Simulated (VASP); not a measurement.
The system is TaSi3.

```
CELL_PARAMETERS angstrom
0.00000 4.05086 4.05086
4.05086 0.00000 4.05086
4.05086 4.05086 0.00000
ATOMIC_POSITIONS crystal
Ta 0.50000 0.50000 0.50000
Ta 0.25000 0.25000 0.25000
Si 0.18305 0.81695 0.81695
Si 0.81695 0.18305 0.18305
Si 0.81695 0.18305 0.81695
Si 0.18305 0.81695 0.18305
Si 0.81695 0.81695 0.18305
Si 0.18305 0.18305 0.81695
```

```yaml
Program: VASP 6.6.1
Task: relaxation of cell and atoms
Functional: PBE
Potentials_or_basis: VASP PAW PBE potentials, release 64 (Ta_pv, Si)
Cutoff: 600 eV
k_mesh: 4 × 4 × 4
Occupations: gaussian, width 0.1 eV
Spin: no spin polarisation
```

At the start: pressure 30.3 GPa; volume 16.62 Å³/atom.

Q: How do energy, volume and symmetry change on relaxing?

A: Over 12 steps the energy falls by 755.3 meV/atom and the volume is 18.25 Å³/atom (+9.8 %); space group F-43m (No. 216, to 0.05 Å).

Step by step:
```
step  energy change (eV)  largest force (eV/Å)  pressure (GPa)  volume (Å³)
   1              0.0000               10.8544           30.30       132.95
   2              2.3960                3.0098           -6.87       203.04
   3             -0.7309                3.1217           -9.88       185.33
   4             -3.3877                2.6826          -10.52       171.26
   5             -5.9723                0.2535           -3.84       151.29
   6             -5.9958                0.6435           -0.96       147.84
   7             -6.0120                0.2615           -2.19       149.21
   8             -6.0113                0.3525           -1.90       148.87
   9             -6.0374                0.0445            1.15       144.61
  10             -6.0408                0.1252            0.35       145.66
  11             -6.0422                0.0549           -0.14       146.17
  12             -6.0425                0.0001            0.00       146.01
```

Final structure:
```cif
data_structure
_symmetry_space_group_name_H-M 'P 1'
_symmetry_Int_Tables_number 1
_cell_length_a 5.9106
_cell_length_b 5.9106
_cell_length_c 5.9106
_cell_angle_alpha 60.000
_cell_angle_beta 60.000
_cell_angle_gamma 60.000
_cell_volume 146.01
loop_
_atom_site_label
_atom_site_type_symbol
_atom_site_fract_x
_atom_site_fract_y
_atom_site_fract_z
_atom_site_occupancy
Ta1 Ta 0.50000 0.50000 0.50000 1
Ta2 Ta 0.25000 0.25000 0.25000 1
Si1 Si 0.20585 0.79415 0.79415 1
Si2 Si 0.79415 0.20585 0.20585 1
Si3 Si 0.79415 0.20585 0.79415 1
Si4 Si 0.20585 0.79415 0.20585 1
Si5 Si 0.79415 0.79415 0.20585 1
Si6 Si 0.20585 0.20585 0.79415 1
```
